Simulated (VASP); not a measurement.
# AlSi62 (a cell with a defect) in VASP: a series of runs

AlSi62 (a cell with a defect) is run at these levels: PBE+D3(BJ); tasks: single point.

All numbers are computed with VASP 6.6.1; they aren't measurements. Logs are shortened: lines on timing, memory, paths and dates and some standing lists are left out, and cuts for length are marked.

### Step 1. The cell of the first run

The cell holds a defect, 63 atoms: a = 10.860 Å, b = 10.860 Å, c = 10.860 Å, α = 90.00°, β = 90.00°, γ = 90.00°.

### Step 2. Single point, PBE+D3(BJ)

Contents of INCAR:

```
PREC = Accurate ; ENCUT = 520
EDIFF = 1E-7 ; ISMEAR = 0
SIGMA = 0.05 ; LREAL = Auto
LASPH = True ; NELM = 100
ALGO = Normal ; ISIF = 2
LWAVE = False ; LCHARG = False
GGA = PE ; IVDW = 12
NBANDS = 162 ; NELECT = 252.0
```

Contents of KPOINTS:

```
regular mesh
0
Gamma
  1 1 1
```

Contents of POSCAR:

```
AlSi62
1.0
   10.8600000000      0.0000000000      0.0000000000
    0.0000000000     10.8600000000      0.0000000000
    0.0000000000      0.0000000000     10.8600000000
Si Al
62 1
Direct
    0.5013352670     -0.0029893186     -0.0012745856
    0.6228523020      0.1241072744      0.1260330571
    0.7492416206      0.2483248619      0.0012115101
    0.8748312155      0.3754230203      0.1247962247
    0.7496752302     -0.0002103131      0.2493686004
    0.8714197974      0.1295769797      0.3791662983
    0.0011070902     -0.0006408840      0.0020869245
    0.1237296501      0.1265550645      0.1281080110
    0.2513230203      0.2479751381      0.0012133517
    0.3762075506      0.3755511050      0.1235226519
    0.5073663904      0.4955952118     -0.0081547882
    0.6268050645      0.6229970534      0.1206554328
    0.7545014733      0.7408260589     -0.0095338858
    0.8738538674      0.8721596685      0.1222829650
    0.2497434622      0.0004370166      0.2504153775
    0.3713337017      0.1268699816      0.3768116943
    0.4977706262      0.2495285451      0.2502227440
    0.6233698895      0.3755764273      0.3740657459
    0.7499059853      0.5002791897      0.2494698895
    0.8741690608      0.6270552486      0.3740721915
    0.4979433702     -0.0000526703      0.4988471455
    0.6232088398      0.1240432781      0.6253241252
    0.7477185083      0.2587579190      0.5084837017
    0.7500860037     -0.0000822284      0.7502438306
    0.8746300184      0.1236813076      0.8775670350
    0.0028668508      0.5009267035      0.0022508287
    0.1264842541      0.6272902394      0.1269557090
    0.2530244936      0.7490313996     -0.0010244015
    0.3751923573      0.8751000000      0.1250922652
   -0.0021266114      0.2522706262      0.2529721915
    0.1169886740      0.3793963168      0.3821764273
    0.2485965009      0.4995836096      0.2514659300
    0.3750811234      0.6255412523      0.3732324125
    0.5013934622      0.7487238490      0.2468018416
    0.6233832413      0.8758048803      0.3735521179
   -0.0022798343      0.0036333333      0.5023079190
    0.1153262431      0.1342972376      0.6296526703
    0.2454946593      0.2525523020      0.5023906998
    0.3746010129      0.3752937385      0.6252513812
    0.4993547882      0.5006047882      0.4991592081
    0.6369162983      0.6132427256      0.6231229282
    0.7490931860      0.7512386740      0.4987218232
    0.8748521179      0.8750886740      0.6254023941
    0.2474731123      0.0029506446      0.7490368324
    0.3750737569      0.1233128913      0.8753277164
    0.4993810313      0.2490490792      0.7503325046
    0.6382058932      0.3719761510      0.8619246777
    0.8811635359      0.6120607735      0.8621941989
    0.0004634438      0.7522476980      0.2501581952
    0.1235333333      0.8783813076      0.3766835175
   -0.0127515654      0.5036844383      0.5122383978
    0.1259782689      0.6274884899      0.6254360037
    0.2507689687      0.7511792818      0.4979303867
    0.3749255985      0.8746433702      0.6251350829
   -0.0144335175      0.2642810313      0.7550087477
    0.1264155617      0.3752539595      0.8778766114
    0.2497094843      0.5000516575      0.7501716390
    0.3781750460      0.6231570902      0.8730130755
    0.5058494475      0.7437590239      0.7457584715
    0.6268206262      0.8712455801      0.8728727440
    0.0024914365      0.7521136280      0.7508670350
    0.1268945672      0.8766706262      0.8765411602
    0.8095408840      0.4467008287      0.7030660221
```

Potentials or basis: VASP PAW PBE potentials, release 64 (Si, Al).

On the command line:

```bash
$ cat potpaw_PBE.64/Si/POTCAR potpaw_PBE.64/Al/POTCAR > POTCAR
$ mpirun -np 1 vasp_gam > vasp.out
```

OUTCAR:

```text
PREC = Accurate
   ENCUT = 520
   EDIFF = 1E-7
   ISMEAR = 0
   LREAL = Auto
   LASPH = True
   NELM = 100
   ISIF = 2
   GGA = PE
   IVDW = 12
   NELECT = 252.0
 IVDW          = 12

 ion  position               nearest neighbor table
   1  0.501  0.997  0.999-  29 2.35  45 2.36   2 2.36  60 2.36
   2  0.623  0.124  0.126-   5 2.35  17 2.35   3 2.35   1 2.36
   3  0.749  0.248  0.001-  25 2.34   2 2.35  47 2.35   4 2.36
   4  0.875  0.375  0.125-  30 2.35  19 2.35  26 2.36   3 2.36
   5  0.750  1.000  0.249-  35 2.35   2 2.35  14 2.38   6 2.39
   6  0.871  0.130  0.379-  30 2.35  36 2.35   5 2.39  23 2.40
[... 54 lines left out ...]
  61  0.002  0.752  0.751-  52 2.34  48 2.35  62 2.35  43 2.36
  62  0.127  0.877  0.877-   7 2.35  44 2.35  61 2.35  28 2.36
  63  0.810  0.447  0.703-  48 2.61  47 2.66  41 2.75  55 2.81  51 2.90  23 3.01

  LATTYP: Found a simple cubic cell.
 ALAT       =    10.8600000000

  Lattice vectors:

 A1 = (  10.8600000000,   0.0000000000,   0.0000000000)
 A2 = (   0.0000000000,  10.8600000000,   0.0000000000)
 A3 = (   0.0000000000,   0.0000000000,  10.8600000000)

Analysis of symmetry for initial positions (statically):
=====================================================================
 Subroutine PRICEL returns:
 Original cell was already a primitive cell.

 Routine SETGRP: Setting up the symmetry group for a
 simple cubic supercell.

 Subroutine GETGRP returns: Found  1 space group operations
 (whereof  1 operations were pure point group operations)
 out of a pool of 48 trial point group operations.

The static configuration has the point symmetry C_1 .

Analysis of symmetry for dynamics (positions and initial velocities):
=====================================================================
 Subroutine PRICEL returns:
 Original cell was already a primitive cell.

 Routine SETGRP: Setting up the symmetry group for a
 simple cubic supercell.

 Subroutine GETGRP returns: Found  1 space group operations
 (whereof  1 operations were pure point group operations)
 out of a pool of 48 trial point group operations.

The dynamic configuration has the point symmetry C_1 .

 Subroutine INISYM returns: Found  1 space group operations
 (whereof  1 operations are pure point group operations),
 and found     1 'primitive' translations

----------------------------------------------------------------------------------------

                                     Primitive cell

  volume of cell :    1280.8241

  direct lattice vectors                    reciprocal lattice vectors
    10.860000000  0.000000000  0.000000000     0.092081031  0.000000000  0.000000000
     0.000000000 10.860000000  0.000000000     0.000000000  0.092081031  0.000000000
     0.000000000  0.000000000 10.860000000     0.000000000  0.000000000  0.092081031

  length of vectors
    10.860000000 10.860000000 10.860000000     0.092081031  0.092081031  0.092081031

  position of ions in fractional coordinates (direct lattice)
     0.501335267  0.997010681  0.998725414
     0.622852302  0.124107274  0.126033057
     0.749241621  0.248324862  0.001211510
     0.874831216  0.375423020  0.124796225
     0.749675230  0.999789687  0.249368600
     0.871419797  0.129576980  0.379166298
[... 55 lines left out ...]
     0.126894567  0.876670626  0.876541160
     0.809540884  0.446700829  0.703066022

  ion indices of the primitive-cell ions
   primitive index   ion index
                 1           1
                 2           2
                 3           3
                 4           4
                 5           5
                 6           6
[... 55 lines left out ...]
                62          62
                63          63

----------------------------------------------------------------------------------------

 KPOINTS: regular mesh

Automatic generation of k-mesh.
 Grid dimensions read from file:
 generate k-points for:    1    1    1

 Generating k-lattice:

  Cartesian coordinates                     Fractional coordinates (reciprocal lattice)
     0.092081031  0.000000000  0.000000000     1.000000000  0.000000000  0.000000000
     0.000000000  0.092081031  0.000000000     0.000000000  1.000000000  0.000000000
     0.000000000  0.000000000  0.092081031     0.000000000  0.000000000  1.000000000

  Length of vectors
     0.092081031  0.092081031  0.092081031

  Shift w.r.t. Gamma in fractional coordinates (k-lattice)
     0.000000000  0.000000000  0.000000000

 Subroutine IBZKPT returns following result:
 ===========================================

 Found      1 irreducible k-points:

 Following reciprocal coordinates:
            Coordinates               Weight
  0.000000  0.000000  0.000000      1.000000
   k-points           NKPTS =      1   k-points in BZ     NKDIM =      1   number of bands    NBANDS=    162
   number of dos      NEDOS =    301   number of ions     NIONS =     63
   total plane-waves  NPLWV = 592704
   dimension x,y,z NGX =    84 NGY =   84 NGZ =   84
   dimension x,y,z NGXF=   168 NGYF=  168 NGZF=  168
   ions per type =              62   1
   NGX,Y,Z   is equivalent  to a cutoff of  12.86, 12.86, 12.86 a.u.
   NGXF,Y,Z  is equivalent  to a cutoff of  25.72, 25.72, 25.72 a.u.
 SYSTEM =  unknown system
   PREC   = accura    normal or accurate (medium, high low for compatibility)
   ISTART =      0    job   : 0-new  1-cont  2-samecut
   ICHARG =      2    charge: 1-file 2-atom 10-const
   ISPIN  =      1    spin polarized calculation?
   LNONCOLLINEAR =      F non collinear calculations
   LSORBIT =      F    spin-orbit coupling
   LASPH  =      T    aspherical Exc in radial PAW
   ENCUT  =  520.0 eV  38.22 Ry    6.18 a.u.  20.19 20.19 20.19*2*pi/ulx,y,z
   NELM   =    100;   NELMIN=  2; NELMDL= -5     # of ELM steps
   EDIFF  = 0.1E-06   stopping-criterion for ELM
   LREAL  =      T    real-space projection
   EDIFFG = 0.1E-05   stopping-criterion for IOM
   NSW    =      0    number of steps for IOM
   IBRION =     -1    ionic relax: 0-MD 1-quasi-New 2-CG
   NFREE  =      0    steps in history (QN), initial steepest desc. (CG)
   ISIF   =      2    stress and relaxation
   ISYM   =      2    0-nonsym 1-usesym 2-fastsym
   POTIM  = 0.5000    time-step for ionic-motion
   TEBEG  =    0.0;   TEEND  =   0.0 temperature during run
   PSTRESS=    0.0 pullay stress
   NELECT =     252.0000    total number of electrons
   NUPDOWN=      -1.0000    fix difference up-down
   EMIN   =  10.00;   EMAX   =-10.00  energy-range for DOS
   EFERMI =   0.00;   METHOD = LEGACY
   ISMEAR =     0;   SIGMA  =   0.05  broadening in eV -4-tet -1-fermi 0-gaus
   EFERMI_NEDOS =   21; number of points for ismear=-14 and -15
   IALGO  =     38    algorithm
   IMIX   =      4    mixing-type and parameters
     AMIX     =   0.40;   BMIX     =  1.00
     AMIX_MAG =   1.60;   BMIX_MAG =  1.00
  volume/ion in A,a.u.               =      20.33       137.20
  Fermi-wavevector in a.u.,A,eV,Ry     =   0.952164  1.799329 12.335269  0.906617
  Thomas-Fermi vector in A             =   2.080702
   LORBIT       =      0    0 simple, 1 ext, 2 COOP (PROOUT), +10 PAW based schemes
   GGA     = PE    functional components
   LHFCALC =     F    Hartree Fock is set to
   AEXX    =    0.0000 exact exchange contribution
   IVDW    =    12    specifies the selected vdW correction
   LEPSILON=     F    determine dielectric tensor
   LRPA    =     F    only Hartree local field effects (RPA)
 non-spin polarized calculation
 Gauss-broadening in eV      SIGMA  =   0.05
  energy-cutoff  :      520.00
  volume of cell :     1280.82
 maximum number of plane-waves:     17229
 NGX is ok and might be reduce to    84
   NGX = 41   NGY = 41   NGZ = 41

 number of electron     251.9999996 magnetization

 Free energy of the ion-electron system (eV)
  ---------------------------------------------------
  ext. energy  EPLUGINS =         0.00000000
  ---------------------------------------------------
  free energy    TOTEN  =      -324.84813713 eV

  energy without entropy =     -324.79187369  energy(sigma->0) =     -324.82000541

 E-fermi :   6.2261     XC(G=0):  -9.3560

 val. band max:        6.2234563875   @ k =   0.0000   0.0000   0.0000
 cond. band min:       6.2287126620   @ k =   0.0000   0.0000   0.0000
 fundamental gap:      0.0052562745
 Fermi energy:         6.2260845067

 k-point     1 :       0.0000    0.0000    0.0000
  band No.  band energies     occupation
      1      -6.1932      2.00000
      2      -5.1482      2.00000
      3      -5.1467      2.00000
      4      -5.1456      2.00000
      5      -5.1421      2.00000
      6      -5.0796      2.00000
[... 130 lines left out ...]
    137       6.9053      0.00000
    138       6.9091      0.00000
 [bands above 138 left out]

------------------------ aborting loop because EDIFF is reached ----------------------------------------

 Edisp (eV)  -19.62342

 E6    (eV) :   -11.4783

 E8    (eV) :    -8.1451

  FORCE on cell =-STRESS in cart. coord.  units (eV):
  Direction    XX          YY          ZZ          XY          YZ          ZX
  --------------------------------------------------------------------------------------
  -------------------------------------------------------------------------------------
  Total       3.10763     3.56090     3.96667     5.99866    -5.27160     5.98238
  in kB       3.88732     4.45432     4.96189     7.50370    -6.59422     7.48334
  external pressure =        4.43 kB  Pullay stress =        0.00 kB

 VOLUME and BASIS-vectors are now :
 -----------------------------------------------------------------------------
  energy-cutoff  :      520.00
  volume of cell :     1280.82
      direct lattice vectors                 reciprocal lattice vectors
    10.860000000  0.000000000  0.000000000     0.092081031  0.000000000  0.000000000
     0.000000000 10.860000000  0.000000000     0.000000000  0.092081031  0.000000000
     0.000000000  0.000000000 10.860000000     0.000000000  0.000000000  0.092081031

 POSITION                                       TOTAL-FORCE (eV/Angst)
 -----------------------------------------------------------------------------------
      5.44450     10.82754     10.84616         0.001688     -0.002660     -0.005829
      6.76418      1.34780      1.36872         0.003958     -0.002368      0.003733
      8.13676      2.69681      0.01316        -0.003873     -0.001698      0.001995
      9.50067      4.07709      1.35529        -0.002209     -0.004524      0.001730
      8.14147     10.85772      2.70814         0.005775      0.000776      0.001461
      9.46362      1.40721      4.11775        -0.012550      0.010361      0.010039
[... 55 lines left out ...]
      1.37807      9.52064      9.51924         0.004482     -0.004837     -0.007834
      8.79161      4.85117      7.63530        -0.214704      0.095456      0.088289
 -----------------------------------------------------------------------------------
    total drift:                                0.002744      0.002744     -0.005059

  FREE ENERGIE OF THE ION-ELECTRON SYSTEM (eV)
  ---------------------------------------------------
  free  energy   TOTEN  =      -344.4715571148 eV

  energy  without entropy=     -344.4152936683  energy(sigma->0) =     -344.44342539
```

Run time: 5.9 min. Hardware: 1 thread of Intel Xeon Platinum 8488C (Sapphire Rapids), shared host; peak memory 1 GiB.

What came out:

| Property | Result |
| --- | --- |
| Free energy | -344.4716 eV |
| Largest force | 0.251 eV/Å |
| Dispersion energy per atom | -0.311 eV |

Forces on the atoms (eV/Å):
```
Si   0.002 -0.003 -0.006
Si   0.004 -0.002  0.004
Si  -0.004 -0.002  0.002
Si  -0.002 -0.005  0.002
Si   0.006  0.001  0.001
Si  -0.013  0.010  0.010
Si   0.001  0.001 -0.011
Si   0.002 -0.001 -0.003
Si  -0.002  0.001 -0.004
Si   0.015  0.001 -0.004
Si   0.007  0.001 -0.007
Si  -0.002  0.001  0.001
Si   0.005  0.009  0.009
Si   0.001  0.008  0.010
Si  -0.001  0.000 -0.002
Si   0.005 -0.004 -0.002
Si   0.003 -0.004  0.000
Si   0.008  0.004  0.010
Si  -0.001  0.002 -0.009
Si  -0.011  0.004 -0.011
Si   0.003 -0.001 -0.009
Si   0.005  0.013  0.012
Si   0.003 -0.009 -0.019
Si   0.002 -0.007  0.005
Si  -0.005 -0.007 -0.001
Si   0.002  0.002 -0.003
Si   0.003 -0.008 -0.001
Si   0.003 -0.006 -0.007
Si   0.001 -0.003  0.000
Si   0.001 -0.001 -0.003
Si   0.023 -0.012 -0.024
Si   0.012  0.004 -0.014
Si   0.003 -0.006  0.001
Si  -0.002 -0.001  0.000
Si   0.008 -0.003 -0.001
Si   0.001 -0.003  0.000
Si   0.009 -0.009 -0.003
Si   0.008  0.000  0.002
Si   0.011  0.001 -0.001
Si   0.010  0.002  0.004
Si   0.020 -0.019  0.000
Si  -0.004 -0.008  0.006
Si  -0.004 -0.002 -0.004
Si   0.005 -0.008 -0.004
Si   0.000 -0.003  0.000
Si   0.004 -0.001  0.002
Si  -0.019 -0.021  0.011
Si  -0.001  0.032  0.024
Si   0.002 -0.005  0.000
Si   0.005 -0.006  0.000
Si   0.031  0.001 -0.049
Si   0.007  0.004  0.021
Si   0.000  0.003 -0.003
Si   0.022 -0.010  0.013
Si  -0.007  0.002 -0.009
Si   0.005  0.008 -0.004
Si   0.002  0.000  0.003
Si   0.009  0.001 -0.003
Si   0.019 -0.019 -0.011
Si  -0.003 -0.003 -0.002
Si  -0.002 -0.007  0.000
Si   0.004 -0.005 -0.008
Al  -0.215  0.095  0.088
```

Caveat: the k points lie up to 0.58 Å⁻¹ apart; the cell carries a net charge on a neutralising background, which shifts energy and pressure; the cell is charged against a uniform background, so pressure and absolute levels hang on convention.

(Continued in part 2 of 3.)
